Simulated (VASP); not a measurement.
BaTiO3:

```
Ba Ti O
1.0
     3.99980    0.00000    0.00000
     0.00000    3.99980    0.00000
     0.00000    0.00000    4.01800
Ba Ti O
1 1 3
Cartesian
  0.0000 0.0000 0.0000
  1.9999 1.9999 1.9688
  1.9999 1.9999 0.0763
  1.9999 0.0000 2.0773
  0.0000 1.9999 2.0773
```

- Program: VASP 6.6.1
- Task: relaxation of cell and atoms
- Functional: RPBE
- Potentials or basis: VASP PAW PBE potentials, release 64 (Ba_sv, Ti_sv, O)
- Cutoff: 600 eV
- k mesh: 6 × 6 × 6
- Occupations: gaussian, width 0.01 eV
- Spin: no spin polarisation

At the start: pressure 8.3 GPa; volume 12.86 Å³/atom.

Q: Where does the relaxation end?

A: Over 43 steps the energy falls by 34.8 meV/atom and the volume is 14.24 Å³/atom (+10.7 %); space group P4mm (No. 99, to 0.1 Å) before and after.

Step by step:
```
step  energy change (eV)  largest force (eV/Å)  pressure (GPa)  volume (Å³)
   1              0.0000                0.2744            8.33        64.28
   3             -0.0890                0.5350           -0.28        67.83
   5             -0.1231                0.1659            0.81        68.38
   7             -0.1442                0.4150           -0.24        70.18
   9             -0.1571                0.1964           -0.98        70.37
  11             -0.1621                0.1753            0.64        69.68
  13             -0.1690                0.2523            0.43        70.24
  15             -0.1710                0.1149           -0.32        70.66
  17             -0.1724                0.0877            0.19        70.50
  19             -0.1730                0.0825            0.31        70.69
  21             -0.1734                0.0516           -0.14        71.07
  23             -0.1737                0.0595           -0.11        71.03
  25             -0.1738                0.0150            0.10        70.96
  27             -0.1739                0.0367            0.02        71.09
  29             -0.1739                0.0170            0.00        71.03
  31             -0.1739                0.0254           -0.01        71.08
  33             -0.1739                0.0350           -0.12        71.10
  35             -0.1739                0.0289           -0.05        71.09
  37             -0.1740                0.0249           -0.04        71.10
  39             -0.1740                0.0237            0.01        71.12
  41             -0.1740                0.0100            0.05        71.13
  43             -0.1740                0.0039            0.02        71.19
```

Final structure:
```
Ba Ti O
1.0
     3.99981    0.00000    0.00000
     0.00000    3.99981    0.00000
     0.00000    0.00000    4.44960
Ba Ti O
1 1 3
Direct
  0.00000 0.00000 0.97481
  0.50000 0.50000 0.46145
  0.50000 0.50000 0.05812
  0.50000 0.00000 0.52431
  0.00000 0.50000 0.52431
```

Caveat: the PAW data sets were made with another functional, which shifts forces and pressure a little.
